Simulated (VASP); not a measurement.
A run of VASP 6.6.1 is set up as follows.

POSCAR

```
HBr
1.0
    0.0000000000      3.7972027724      3.8030864265
    1.6685951552      0.0000000000      3.8030864265
    1.6685951552      3.7972027724      0.0000000000
H Br
1 1
Direct
    0.0000000000      0.0000000000      0.0000000000
    0.5000000000      0.5000000000      0.5000000000
```

The input INCAR.step1:

```
SYSTEM = HBr
PREC = Accurate ; ENCUT = 520
ISMEAR = 0 ; SIGMA = 0.1
LREAL = .False. ; LASPH = .True.
NELM = 100 ; NBANDS = 11
GGA = PE ; ALGO = Normal
EDIFF = 1E-4 ; LWAVE = .True.
LCHARG = .False.
```

The input INCAR.step2:

```
SYSTEM = HBr
PREC = Accurate ; ENCUT = 520
EDIFF = 1E-6 ; ISMEAR = 0
SIGMA = 0.1 ; LREAL = .False.
LASPH = .True. ; NELM = 100
ALGO = Normal ; ISIF = 2
LWAVE = .False. ; LCHARG = .True.
METAGGA = R2SCAN ; LMIXTAU = .True.
LELF = .True. ; LVHAR = .True.
NBANDS = 11 ; ISTART = 1
```

File KPOINTS:

```
Automatic mesh
0
Gamma
  12 12 12
  0 0 0
```

Potentials or basis: VASP PAW PBE potentials, release 64 (H, Br).

Command:

```sh
$ cat potpaw_PBE.64/H/POTCAR potpaw_PBE.64/Br/POTCAR > POTCAR
$ cp INCAR.step1 INCAR
$ mpirun -np 1 vasp_std > vasp.out
$ cp INCAR.step2 INCAR
$ mpirun -np 1 vasp_std > vasp.out
```

(1) Estimate the pressure.

(2) What does it give for the band gap on the k mesh?

Results:

(1) -0.1 GPa.

(2) 1.71 eV, indirect (least direct gap 2.02 eV).

Caveat: the PAW data sets were made with another functional, which shifts forces and pressure a little.
